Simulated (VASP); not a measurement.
# Re (Fm-3m) in VASP: single point with PBE

Aim: the single point of Re with PBE.

All numbers are computed with VASP 6.6.1; they aren't measurements. Logs are shortened: lines on timing, memory, paths and dates and some standing lists are left out, and cuts for length are marked.

## Step 1: The cell of the first run

The structure is cubic, space group Fm-3m (No. 225). The conventional cell has a = 3.917 Å, b = 3.917 Å, c = 3.917 Å, α = 90.00°, β = 90.00°, γ = 90.00°. Re (site symmetry m-3m) has 12 Re at 2.77 Å within 3.7 Å.

This isn't the form of Re at room conditions, which is hcp.

## Step 2: Single point, PBE, non-collinear spin, zero start, spin-orbit coupling

POSCAR reads:

```
Re
1.0
    0.0000000000      1.9584953184      1.9584953184
    1.9584953184      0.0000000000      1.9584953184
    1.9584953184      1.9584953184      0.0000000000
Re
1
Direct
    0.0000000000      0.0000000000      0.0000000000
```

INCAR.step1 reads:

```
SYSTEM = Re
ALGO     = Normal         ! electronic algorithm
EDIFF    = 1E-7           ! SCF threshold, eV
ENCUT    = 520            ! plane-wave cutoff, eV
GGA      = PE             ! functional
GGA_COMPAT= .False.      
ISIF     = 2              ! what is computed and relaxed
ISMEAR   = 0              ! smearing method
LASPH    = .True.         ! aspherical terms in the spheres
LCHARG   = .True.         ! write CHGCAR
LMAXMIX  = 4              ! l up to which the mixer works
LORBMOM  = .True.       
LREAL    = .False.        ! projectors in reciprocal space
LSORBIT  = .True.         ! spin-orbit coupling
LWAVE    = .False.        ! write WAVECAR
MAGMOM   = 0 0 0          ! initial moments
NBANDS   = 18             ! bands
NELM     = 150            ! most SCF steps
PREC     = Accurate       ! precision mode
SIGMA    = 0.05           ! smearing width, eV
```

KPOINTS.step1 reads:

```
k-points
0
Gamma
  18 18 18
  0 0 0
```

INCAR.step2 reads:

```
SYSTEM = Re
ALGO     = Normal         ! electronic algorithm
EDIFF    = 1E-7           ! SCF threshold, eV
ENCUT    = 520            ! plane-wave cutoff, eV
GGA      = PE             ! functional
GGA_COMPAT= .False.      
ICHARG   = 11             ! starting density
ISIF     = 2              ! what is computed and relaxed
ISMEAR   = -5             ! smearing method
LASPH    = .True.         ! aspherical terms in the spheres
LCHARG   = .False.        ! write CHGCAR
LMAXMIX  = 4              ! l up to which the mixer works
LORBIT   = 11             ! projections on sites
LORBMOM  = .True.       
LREAL    = .False.        ! projectors in reciprocal space
LSORBIT  = .True.         ! spin-orbit coupling
LWAVE    = .False.        ! write WAVECAR
MAGMOM   = 0 0 0          ! initial moments
NEDOS    = 1001           ! points of the DOS
NELM     = 150            ! most SCF steps
PREC     = Accurate       ! precision mode
SIGMA    = 0.05           ! smearing width, eV
```

KPOINTS.step2 reads:

```
k-points
0
Gamma
  27 27 27
  0 0 0
```

Potentials or basis: VASP PAW PBE potentials, release 64 (Re).

On the command line:

```console
> cat potpaw_PBE.64/Re/POTCAR > POTCAR
> cp INCAR.step1 INCAR
> cp KPOINTS.step1 KPOINTS
> mpirun -np 1 vasp_ncl > vasp.out
> cp INCAR.step2 INCAR
> cp KPOINTS.step2 KPOINTS
> mpirun -np 1 vasp_ncl > vasp.out
```

OUTCAR:

```text
SYSTEM = Re
   EDIFF = 1E-7
   ENCUT = 520
   GGA = PE
   ICHARG = 11
   ISIF = 2
   ISMEAR = -5
   LASPH = .True.
   LORBIT = 11
   LREAL = .False.
   LSORBIT = .True.
   NELM = 150
   PREC = Accurate

 ion  position               nearest neighbor table
   1  0.000  0.000  0.000-

  LATTYP: Found a face centered cubic cell.
 ALAT       =     3.9169906368

  Lattice vectors:

 A1 = (   0.0000000000,   1.9584953184,   1.9584953184)
 A2 = (   1.9584953184,   0.0000000000,   1.9584953184)
 A3 = (   1.9584953184,   1.9584953184,   0.0000000000)

Analysis of symmetry for initial positions (statically):
=====================================================================
 Subroutine PRICEL returns:
 Original cell was already a primitive cell.

 Routine SETGRP: Setting up the symmetry group for a
 face centered cubic supercell.

 Subroutine GETGRP returns: Found 48 space group operations
 (whereof 48 operations were pure point group operations)
 out of a pool of 48 trial point group operations.

The static configuration has the point symmetry O_h .

Analysis of symmetry for dynamics (positions and initial velocities):
=====================================================================
 Subroutine PRICEL returns:
 Original cell was already a primitive cell.

 Routine SETGRP: Setting up the symmetry group for a
 face centered cubic supercell.

 Subroutine GETGRP returns: Found 48 space group operations
 (whereof 48 operations were pure point group operations)
 out of a pool of 48 trial point group operations.

The dynamic configuration has the point symmetry O_h .

Analysis of structural, dynamic, and magnetic symmetry:
=====================================================================
 Subroutine PRICEL returns:
 Original cell was already a primitive cell.

 Routine SETGRP: Setting up the symmetry group for a
 face centered cubic supercell.

 Subroutine GETGRP returns: Found 48 space group operations
 (whereof 48 operations were pure point group operations)
 out of a pool of 48 trial point group operations.

The overall configuration has the point symmetry O_h .

 Subroutine INISYM returns: Found 48 space group operations
 (whereof 48 operations are pure point group operations),
 and found     1 'primitive' translations

----------------------------------------------------------------------------------------

                                     Primitive cell

  volume of cell :      15.0244

  direct lattice vectors                    reciprocal lattice vectors
     0.000000000  1.958495318  1.958495318    -0.255298032  0.255298032  0.255298032
     1.958495318  0.000000000  1.958495318     0.255298032 -0.255298032  0.255298032
     1.958495318  1.958495318  0.000000000     0.255298032  0.255298032 -0.255298032

  length of vectors
     2.769730641  2.769730641  2.769730641     0.442189162  0.442189162  0.442189162

  position of ions in fractional coordinates (direct lattice)
     0.000000000  0.000000000  0.000000000

  ion indices of the primitive-cell ions
   primitive index   ion index
                 1           1

----------------------------------------------------------------------------------------

 KPOINTS: k-points

Automatic generation of k-mesh.
 Grid dimensions read from file:
 generate k-points for:   27   27   27

 Generating k-lattice:

  Cartesian coordinates                     Fractional coordinates (reciprocal lattice)
    -0.009455483  0.009455483  0.009455483     0.037037037  0.000000000  0.000000000
     0.009455483 -0.009455483  0.009455483     0.000000000  0.037037037  0.000000000
     0.009455483  0.009455483 -0.009455483     0.000000000  0.000000000  0.037037037

  Length of vectors
     0.016377376  0.016377376  0.016377376

  Shift w.r.t. Gamma in fractional coordinates (k-lattice)
     0.000000000  0.000000000  0.000000000

 TETIRR: Found   2653 inequivalent tetrahedra from   118098

 Subroutine IBZKPT returns following result:
 ===========================================

 Found    560 irreducible k-points:
[... 55 lines left out ...]
   TEBEG  =    0.0;   TEEND  =   0.0 temperature during run
   PSTRESS=    0.0 pullay stress
   NELECT =       7.0000    total number of electrons
   NUPDOWN=      -1.0000    fix difference up-down
   EMIN   =  10.00;   EMAX   =-10.00  energy-range for DOS
   EFERMI =   0.00;   METHOD = LEGACY
   ISMEAR =    -5;   SIGMA  =   0.05  broadening in eV -4-tet -1-fermi 0-gaus
   EFERMI_NEDOS =   21; number of points for ismear=-14 and -15
   IALGO  =     38    algorithm
   IMIX   =      4    mixing-type and parameters
     AMIX     =   0.40;   BMIX     =  1.00
     AMIX_MAG =   1.60;   BMIX_MAG =  1.00
  volume/ion in A,a.u.               =      15.02       101.39
  Fermi-wavevector in a.u.,A,eV,Ry     =   1.269136  2.398320 21.915003  1.610707
  Thomas-Fermi vector in A             =   2.402194
   LORBIT       =     11    0 simple, 1 ext, 2 COOP (PROOUT), +10 PAW based schemes
   GGA     = PE    functional components
   LHFCALC =     F    Hartree Fock is set to
   AEXX    =    0.0000 exact exchange contribution
   IVDW    =     0    specifies the selected vdW correction
   LEPSILON=     F    determine dielectric tensor
   LRPA    =     F    only Hartree local field effects (RPA)
 Fermi weights with tetrahedron method with Bloechl corrections
  energy-cutoff  :      520.00
  volume of cell :       15.02
 maximum number of plane-waves:       838
 NGX is ok and might be reduce to    24

 number of electron       7.0000001 magnetization      -0.0000000     -0.0000000      0.0000000

 Free energy of the ion-electron system (eV)
  ---------------------------------------------------
  ext. energy  EPLUGINS =         0.00000000
  ---------------------------------------------------
  free energy    TOTEN  =       -12.68799641 eV

  energy without entropy =      -12.68799641  energy(sigma->0) =      -12.68799641

 E-fermi :   7.9324     XC(G=0): -13.6153

 val. band max:        7.9459675581   @ k =   0.3333   0.2222   0.0741
 cond. band min:       7.8555618786   @ k =  -0.1852   0.1852   0.0000
 fundamental gap:     -0.0904056795
 Fermi energy:         7.9324107859

 k-point     1 :       0.0000    0.0000    0.0000
  band No.  band energies     occupation
      1      -2.0848      1.00000
      2      -2.0848      1.00000
      3       5.7960      1.00000
      4       5.7960      1.00000
      5       5.7960      1.00000
      6       5.7960      1.00000
      7       6.3929      1.00000
      8       6.3929      1.00000
      9       9.2020      0.00000
     10       9.2020      0.00000
     11       9.2020      0.00000
     12       9.2020      0.00000
     13      21.7841      0.00000
     14      21.7841      0.00000
[... 377 lines left out ...]
      1       1.0975      1.00000
      2       1.0975      1.00000
      3       5.7623      1.00000
      4       5.7623      1.00000
      5       6.0771      1.00000
      6       6.0771      1.00000
      7       6.4608      1.00000
      8       6.4608      1.00000
      9      10.3094      0.00000
     10      10.3094      0.00000
     11      10.9067      0.00000
     12      10.9067      0.00000
     13      19.6448      0.00000
     14      19.6448      0.00000

 [... further k-points ...]

------------------------ aborting loop because EDIFF is reached ----------------------------------------

  FORCE on cell =-STRESS in cart. coord.  units (eV):
  Direction    XX          YY          ZZ          XY          YZ          ZX
  --------------------------------------------------------------------------------------
  -------------------------------------------------------------------------------------
  Total       -0.0217975     -0.0217975     -0.0217975      0.0000000      0.0000000      0.0000000
  in kB       -2.3244456     -2.3244456     -2.3244456      0.0000000      0.0000000      0.0000000
  external PRESSURE =      -2.3244456 kB  Pullay stress =       0.0000000 kB

 VOLUME and BASIS-vectors are now :
 -----------------------------------------------------------------------------
  energy-cutoff  :      520.00
  volume of cell :       15.02
      direct lattice vectors                 reciprocal lattice vectors
     0.000000000  1.958495318  1.958495318    -0.255298032  0.255298032  0.255298032
     1.958495318  0.000000000  1.958495318     0.255298032 -0.255298032  0.255298032
     1.958495318  1.958495318  0.000000000     0.255298032  0.255298032 -0.255298032

 POSITION                                       TOTAL-FORCE (eV/Angst)
 -----------------------------------------------------------------------------------
      0.00000      0.00000      0.00000         0.000000      0.000000      0.000000
 -----------------------------------------------------------------------------------
    total drift:                               -0.000000     -0.000000     -0.000000

  FREE ENERGIE OF THE ION-ELECTRON SYSTEM (eV)
  ---------------------------------------------------
  free  energy   TOTEN  =       -12.6879964089 eV

  energy  without entropy=      -12.6879964089  energy(sigma->0) =      -12.68799641

 orbital moment (x)

 # of ion     p       d       tot
 ----------------------------------------
  1         0.000   0.000   0.000
 ----------------------------------------
            0.000   0.000   0.000

 orbital moment (y)

 # of ion     p       d       tot
 ----------------------------------------
  1         0.000   0.000   0.000
 ----------------------------------------
            0.000   0.000   0.000

 orbital moment (z)

 # of ion     p       d       tot
 ----------------------------------------
  1         0.000   0.000   0.000
 ----------------------------------------
            0.000   0.000   0.000

 Spin-Orbit-Coupling matrix elements

 Ion:    1  E_soc:     -0.6592209
 l=   1
     0.0000000    -0.0415337    -0.0415337
    -0.0415337     0.0000000    -0.0415337
    -0.0415337    -0.0415337     0.0000000
 l=   2
     0.0000000    -0.0130325     0.0000000    -0.0130325    -0.0553039
    -0.0130325     0.0000000    -0.0414779    -0.0130325    -0.0138260
     0.0000000    -0.0414779     0.0000000    -0.0414779     0.0000000
    -0.0130325    -0.0130325    -0.0414779     0.0000000    -0.0138260
    -0.0553039    -0.0138260     0.0000000    -0.0138260     0.0000000
 l=   3
     0.0000000     0.0000000     0.0000000     0.0000000     0.0000000     0.0000000     0.0000000
     0.0000000     0.0000000     0.0000000     0.0000000     0.0000000     0.0000000     0.0000000
     0.0000000     0.0000000     0.0000000     0.0000000     0.0000000     0.0000000     0.0000000
     0.0000000     0.0000000     0.0000000     0.0000000     0.0000000     0.0000000     0.0000000
     0.0000000     0.0000000     0.0000000     0.0000000     0.0000000     0.0000000     0.0000000
     0.0000000     0.0000000     0.0000000     0.0000000     0.0000000     0.0000000     0.0000000
     0.0000000     0.0000000     0.0000000     0.0000000     0.0000000     0.0000000     0.0000000

 total charge

# of ion       s       p       d       tot
------------------------------------------
    1        0.614   0.679   4.769   6.061

 magnetization (x)

# of ion       s       p       d       tot
------------------------------------------
    1       -0.000   0.000  -0.000  -0.000

 magnetization (y)

# of ion       s       p       d       tot
------------------------------------------
    1        0.000   0.000  -0.000   0.000

 magnetization (z)

# of ion       s       p       d       tot
------------------------------------------
    1       -0.000   0.000   0.000  -0.000
```

Wall time 3.3 min (1 thread of Intel Xeon Platinum 8488C (Sapphire Rapids), shared host); peak memory 0.32 GiB.

What came out:

```
Net moment                                            : 0.00 μB per cell
Valence electrons inside the program's atomic spheres : Re 6.06
```

Moments on the atoms (μB; x, y, z):
```
Re  0.00 0.00 0.00
```
